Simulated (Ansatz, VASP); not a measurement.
One calculation of In, two programs

```xyz
3
Lattice="1.6916 0.9767 8.3155 -1.6916 0.9767 8.3155 0.0000 -1.9533 8.3155" Properties=species:S:1:pos:R:3 pbc="T T T"
In    0.0000    0.0000    0.0000
In    0.0000    0.0000   19.4086
In    0.0000    0.0000    5.5378
```

Change from the starting cell: volume scaled by 1.04, PAW files.

Alike in both runs: task electric field gradients; functional PBE; k mesh 14 × 14 × 14; occupations fermi-dirac, width 0.05 eV; no spin polarisation.

```csv
,VASP,Ansatz
version,VASP 6.6.1,Ansatz 0.2.0
potentials or method,"VASP PAW PBE potentials, release 64 (In_d)","PAW with Ansatz's default frozen-core files, scalar-relativistic"
plane-wave cutoff (eV),520,420
valence electrons in the cell,39,39
```

|  | VASP | Ansatz | Ansatz less VASP |
| --- | --- | --- | --- |
| pressure (GPa) | 0.1 | 0.2 | +0.03 |
| traceless stress, the component that is largest in VASP (GPa) | 0.13 | 0.13 | -0.003 |
| size of Vzz on the site where it differs most (V/Å²) | 4.4 | 4.7 | +0.31 |
